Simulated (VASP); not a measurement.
# AlN (Cmcm) in VASP: notebook

AlN is run at these levels: PBE; tasks: single point.

All numbers are computed with VASP 6.6.1; they aren't measurements. Logs are shortened: lines on timing, memory, paths and dates and some standing lists are left out, and cuts for length are marked.

## Step 1: The cell of the first run

The structure is orthorhombic, space group Cmcm (No. 63). Conventional cell: a = 4.172 Å, b = 4.172 Å, c = 4.172 Å, α = 90.00°, β = 90.00°, γ = 90.00°. Within 2.7 Å of Al (site symmetry m2m) lie 6 N at 2.06 to 2.12 Å. Within 2.7 Å of N (site symmetry m2m) lie 6 Al at 2.06 to 2.12 Å.

## Step 2: Single point, PBE

INCAR

```
SYSTEM = AlN
  PREC = Accurate
  ENCUT = 520
  EDIFF = 1E-7
  ISMEAR = 0
  SIGMA = 0.05
  LREAL = .False.
  LASPH = .True.
  NELM = 60
  ALGO = Normal
  ISIF = 2
  LWAVE = .False.
  LCHARG = .False.
  GGA = PE
  NBANDS = 16
```

KPOINTS

```
Automatic mesh
0
Gamma
  8 8 6
  0 0 0
```

POSCAR

```
AlN
1.0
    0.0000000000     -2.0861995362     -2.0861995362
    0.0000000000      2.0861995362     -2.0861995362
    4.1723990723      0.0000000000      0.0000000000
Al N
2 2
Direct
    0.5115952475      0.4884047525      0.0000000000
   -0.0115952475      0.0115952475      0.5000000000
    0.4957933423      0.5042066577      0.5000000000
    0.0042066577      0.9957933423      0.0000000000
```

Potentials or basis: VASP PAW PBE potentials, release 64 (Al, N).

Command:

```bash
> cat potpaw_PBE.64/Al/POTCAR potpaw_PBE.64/N/POTCAR > POTCAR
> mpirun -np 1 vasp_std > vasp.out
```

OUTCAR:

```text
SYSTEM = AlN
   PREC = Accurate
   ENCUT = 520
   EDIFF = 1E-7
   ISMEAR = 0
   LREAL = .False.
   LASPH = .True.
   NELM = 60
   ISIF = 2
   GGA = PE

 ion  position               nearest neighbor table
   1  0.512  0.488  0.000-   4 2.06   4 2.09   4 2.09   3 2.09   3 2.09   4 2.12   2 2.88   2 2.88
                             2 2.95   2 2.95   2 2.95   2 2.95   2 3.02   2 3.02
   2  0.988  0.012  0.500-   3 2.06   3 2.09   3 2.09   4 2.09   4 2.09   3 2.12   1 2.88   1 2.88
                             1 2.95   1 2.95   1 2.95   1 2.95   1 3.02   1 3.02
   3  0.496  0.504  0.500-   2 2.06   2 2.09   2 2.09   1 2.09   1 2.09   2 2.12
   4  0.004  0.996  0.000-   1 2.06   1 2.09   1 2.09   2 2.09   2 2.09   1 2.12

  LATTYP: Found a simple tetragonal cell.
 ALAT       =     2.9503316779
 C/A-ratio  =     1.4142135623

  Lattice vectors:

 A1 = (   0.0000000000,  -2.0861995362,  -2.0861995362)
 A2 = (   0.0000000000,   2.0861995362,  -2.0861995362)
 A3 = (   4.1723990723,   0.0000000000,   0.0000000000)

Analysis of symmetry for initial positions (statically):
=====================================================================
 Subroutine PRICEL returns:
 Original cell was already a primitive cell.

 Routine SETGRP: Setting up the symmetry group for a
 simple tetragonal supercell.

 Subroutine GETGRP returns: Found  8 space group operations
 (whereof  4 operations were pure point group operations)
 out of a pool of 16 trial point group operations.

The static configuration has the point symmetry C_2v.
 The point group associated with its full space group is D_2h.

Analysis of symmetry for dynamics (positions and initial velocities):
=====================================================================
 Subroutine PRICEL returns:
 Original cell was already a primitive cell.

 Routine SETGRP: Setting up the symmetry group for a
 simple tetragonal supercell.

 Subroutine GETGRP returns: Found  8 space group operations
 (whereof  4 operations were pure point group operations)
 out of a pool of 16 trial point group operations.

The dynamic configuration has the point symmetry C_2v.
 The point group associated with its full space group is D_2h.

 Subroutine INISYM returns: Found  8 space group operations
 (whereof  4 operations are pure point group operations),
 and found     1 'primitive' translations

----------------------------------------------------------------------------------------

                                     Primitive cell

  volume of cell :      36.3185

[... 92 lines left out ...]
   EDIFF  = 0.1E-06   stopping-criterion for ELM
   LREAL  =      F    real-space projection
   EDIFFG = 0.1E-05   stopping-criterion for IOM
   NSW    =      0    number of steps for IOM
   IBRION =     -1    ionic relax: 0-MD 1-quasi-New 2-CG
   NFREE  =      0    steps in history (QN), initial steepest desc. (CG)
   ISIF   =      2    stress and relaxation
   ISYM   =      2    0-nonsym 1-usesym 2-fastsym
   POTIM  = 0.5000    time-step for ionic-motion
   TEBEG  =    0.0;   TEEND  =   0.0 temperature during run
   PSTRESS=    0.0 pullay stress
   NELECT =      16.0000    total number of electrons
   NUPDOWN=      -1.0000    fix difference up-down
   EMIN   =  10.00;   EMAX   =-10.00  energy-range for DOS
   EFERMI =   0.00;   METHOD = LEGACY
   ISMEAR =     0;   SIGMA  =   0.05  broadening in eV -4-tet -1-fermi 0-gaus
   EFERMI_NEDOS =   21; number of points for ismear=-14 and -15
   IALGO  =     38    algorithm
   IMIX   =      4    mixing-type and parameters
     AMIX     =   0.40;   BMIX     =  1.00
     AMIX_MAG =   1.60;   BMIX_MAG =  1.00
  volume/ion in A,a.u.               =       9.08        61.27
  Fermi-wavevector in a.u.,A,eV,Ry     =   1.245678  2.353989 21.112332  1.551713
  Thomas-Fermi vector in A             =   2.379889
   LORBIT       =      0    0 simple, 1 ext, 2 COOP (PROOUT), +10 PAW based schemes
   GGA     = PE    functional components
   LHFCALC =     F    Hartree Fock is set to
   AEXX    =    0.0000 exact exchange contribution
   IVDW    =     0    specifies the selected vdW correction
   LEPSILON=     F    determine dielectric tensor
   LRPA    =     F    only Hartree local field effects (RPA)
 non-spin polarized calculation
 Gauss-broadening in eV      SIGMA  =   0.05
  energy-cutoff  :      520.00
  volume of cell :       36.32
 maximum number of plane-waves:      1003
 NGX is ok and might be reduce to    24
   NGX = 11   NGY = 11   NGZ = 15

 number of electron      15.9999998 magnetization

 Free energy of the ion-electron system (eV)
  ---------------------------------------------------
  ext. energy  EPLUGINS =         0.00000000
  ---------------------------------------------------
  free energy    TOTEN  =       -28.92992841 eV

  energy without entropy =      -28.92992841  energy(sigma->0) =      -28.92992841

 E-fermi :   9.0534     XC(G=0): -11.8513

 val. band max:        8.7892684583   @ k =   0.0000   0.0000   0.0000
 cond. band min:      12.5114492159   @ k =   0.5000   0.5000   0.0000
 fundamental gap:      3.7221807576
 Fermi energy:         9.0533983262

 k-point     1 :       0.0000    0.0000    0.0000
  band No.  band energies     occupation
      1      -7.9425      2.00000
      2      -4.1950      2.00000
      3       2.0208      2.00000
      4       6.2254      2.00000
      5       6.2278      2.00000
      6       8.7781      2.00000
[... 433 lines left out ...]
      3       2.4811      2.00000
      4       4.6004      2.00000
      5       5.2398      2.00000
      6       6.8198      2.00000
[... 8 lines left out ...]
     15      20.6878      0.00000
     16      21.9923      0.00000

 [... further k-points ...]
[... 5 lines left out ...]
  --------------------------------------------------------------------------------------
  -------------------------------------------------------------------------------------
  Total       -3.6367549     -3.6002930     -3.7152981      0.0000000      0.0000000      0.0000000
  in kB     -160.4342515   -158.8257480   -163.8991575      0.0000000      0.0000000      0.0000000
  external PRESSURE =    -161.0530524 kB  Pullay stress =       0.0000000 kB

 VOLUME and BASIS-vectors are now :
 -----------------------------------------------------------------------------
  energy-cutoff  :      520.00
  volume of cell :       36.32
      direct lattice vectors                 reciprocal lattice vectors
     0.000000000 -2.086199536 -2.086199536     0.000000000 -0.239670267 -0.239670267
     0.000000000  2.086199536 -2.086199536     0.000000000  0.239670267 -0.239670267
     4.172399072  0.000000000  0.000000000     0.239670267  0.000000000  0.000000000

 POSITION                                       TOTAL-FORCE (eV/Angst)
 -----------------------------------------------------------------------------------
      0.00000     -0.04838     -2.08620         0.000000      0.380936      0.000000
      2.08620     -2.03782     -2.08620         0.000000     -0.380936      0.000000
      2.08620      0.01755     -2.08620         0.000000     -0.147758      0.000000
      0.00000      2.06865     -2.08620         0.000000      0.147758      0.000000
 -----------------------------------------------------------------------------------
    total drift:                               -0.000000      0.000000     -0.000000

  FREE ENERGIE OF THE ION-ELECTRON SYSTEM (eV)
  ---------------------------------------------------
  free  energy   TOTEN  =       -28.9299284078 eV

  energy  without entropy=      -28.9299284078  energy(sigma->0) =      -28.92992841
```

OSZICAR:

```text
N       E                     dE             d eps       ncg     rms          rms(c)
DAV:   1     0.329719068566E+02    0.32972E+02   -0.71266E+03  2688   0.909E+02
DAV:   2    -0.294335755717E+02   -0.62405E+02   -0.56612E+02  3840   0.175E+02
DAV:   3    -0.322669571077E+02   -0.28334E+01   -0.28239E+01  3272   0.374E+01
DAV:   4    -0.322802689499E+02   -0.13312E-01   -0.13311E-01  3344   0.293E+00
DAV:   5    -0.322803976892E+02   -0.12874E-03   -0.12874E-03  3120   0.300E-01    0.103E+01
DAV:   6    -0.289414634512E+02    0.33389E+01   -0.70631E+00  3336   0.198E+01    0.343E+00
DAV:   7    -0.289462417462E+02   -0.47783E-02   -0.48806E-01  2776   0.503E+00    0.250E+00
DAV:   8    -0.289337533327E+02    0.12488E-01   -0.52563E-02  2920   0.200E+00    0.634E-01
DAV:   9    -0.289297760754E+02    0.39773E-02   -0.75522E-03  3344   0.708E-01    0.231E-01
DAV:  10    -0.289300374224E+02   -0.26135E-03   -0.15865E-03  3296   0.267E-01    0.138E-01
DAV:  11    -0.289299279974E+02    0.10943E-03   -0.23995E-04  3320   0.117E-01    0.235E-02
DAV:  12    -0.289299287626E+02   -0.76519E-06   -0.10386E-05  3024   0.253E-02    0.560E-03
DAV:  13    -0.289299284613E+02    0.30123E-06   -0.92758E-07  3432   0.755E-03    0.732E-04
DAV:  14    -0.289299284078E+02    0.53496E-07   -0.51442E-08  1752   0.194E-03
   1 F= -.28929928E+02 E0= -.28929928E+02  d E =-.854949E-16
```

It took 28 s on 1 thread of AMD EPYC 9R14 (Zen 4), shared host; peak memory 0.14 GiB.

Results:

```
Free energy            : -28.9299 eV
Pressure               : -16.1 GPa
Largest force          : 0.381 eV/Å
Band gap on the k mesh : 3.72 eV
```

Forces on the atoms (eV/Å):
```
Al   0.000  0.381  0.000
Al   0.000 -0.381  0.000
N    0.000 -0.148  0.000
N    0.000  0.148  0.000
```

Levels at points of the mesh, in eV from the valence-band top:
```
           k point  band 5  band 6  band 7  band 8  band 9  band 10  band 11  band 12
(0.00, 0.00, 0.00)   -2.56   -0.01    0.00    0.00    3.73     4.37     5.44    11.73
(0.50, 0.00, 0.00)   -3.77   -3.74   -0.98   -0.96    7.60     7.74     9.28     9.40
(0.50, 0.50, 0.00)   -2.56   -2.56   -2.56   -2.56    3.72     3.73     5.42     5.44
(0.00, 0.00, 0.50)   -1.48   -1.48   -1.48   -1.48    6.66     6.66     7.48     7.48
(0.50, 0.00, 0.50)   -0.92   -0.92   -0.91   -0.91    5.54     5.54    10.24    10.24
(0.50, 0.50, 0.50)   -5.20   -5.20   -3.68   -3.68    7.13     7.13    10.16    10.16
```

A k mesh can miss the band edges. PBE gaps usually lie below the measured ones, often by a third to a half.

## Step 3: Single point, PBE

This run uses another cell than the first one, of 8.02 Å³/atom, 0.883 times its volume.

INCAR

```
SYSTEM = AlN
ALGO = Normal ; EDIFF = 1E-6
ENCUT = 520 ; GGA = PE
ISIF = 2 ; ISMEAR = 0
LASPH = .True. ; LCHARG = .False.
LREAL = .False. ; LWAVE = .False.
NBANDS = 16 ; NELM = 100
PREC = Accurate ; SIGMA = 0.05
```

KPOINTS

```
k-points
0
Gamma
  8 8 6
  0 0 0
```

POSCAR

```
AlN
1.0
    0.0000000000     -2.0013268331     -2.0013268331
    0.0000000000      2.0013268331     -2.0013268331
    4.0026536662      0.0000000000      0.0000000000
Al N
2 2
Direct
    0.5057976238      0.4942023762      0.0000000000
   -0.0057976238      0.0057976238      0.5000000000
    0.4978966712      0.5021033288      0.5000000000
    0.0021033288      0.9978966712      0.0000000000
```

Potentials or basis: VASP PAW PBE potentials, release 64 (Al, N).

Command:

```bash
> cat potpaw_PBE.64/Al/POTCAR potpaw_PBE.64/N/POTCAR > POTCAR
> mpirun -np 1 vasp_std > vasp.out
```

Wall time 27 s (1 thread of Intel Xeon Platinum 8259CL at 2.50GHz (Skylake/Cascade Lake), shared host); peak memory 0.16 GiB.

The run converged. Its results:

```yaml
Free_energy: -29.0171 eV
Pressure: 13.8 GPa
Largest_force: 0.276 eV/Å
Band_gap_on_the_k_mesh: 4.90 eV
```

Forces in eV/Å, atoms in the order of the input:
```
Al   0.000  0.276  0.000
Al   0.000 -0.276  0.000
N    0.000 -0.021  0.000
N    0.000  0.021  0.000
```

Stress tensor (GPa, compression positive):
```
13.78  0.00  0.00
 0.00 13.86  0.00
 0.00  0.00 13.68
```

Levels at points of the mesh, in eV from the valence-band top:
```tsv
k point	band 6	band 7	band 8	band 9	band 10	band 11
(0.00, 0.00, 0.00)	0.00	0.00	0.00	4.90	5.25	6.12
(0.50, 0.00, 0.00)	-4.27	-1.19	-1.18	8.56	8.65	10.64
(0.50, 0.50, 0.00)	-2.88	-2.88	-2.88	4.90	4.90	5.25
(0.00, 0.00, 0.50)	-1.68	-1.68	-1.68	7.47	7.47	8.08
(0.50, 0.00, 0.50)	-1.13	-1.13	-1.13	6.33	6.33	11.24
(0.50, 0.50, 0.50)	-5.87	-3.99	-3.99	8.42	8.42	10.88
```

A k mesh can miss the band edges. As with any semilocal functional, this PBE gap is likely too small.
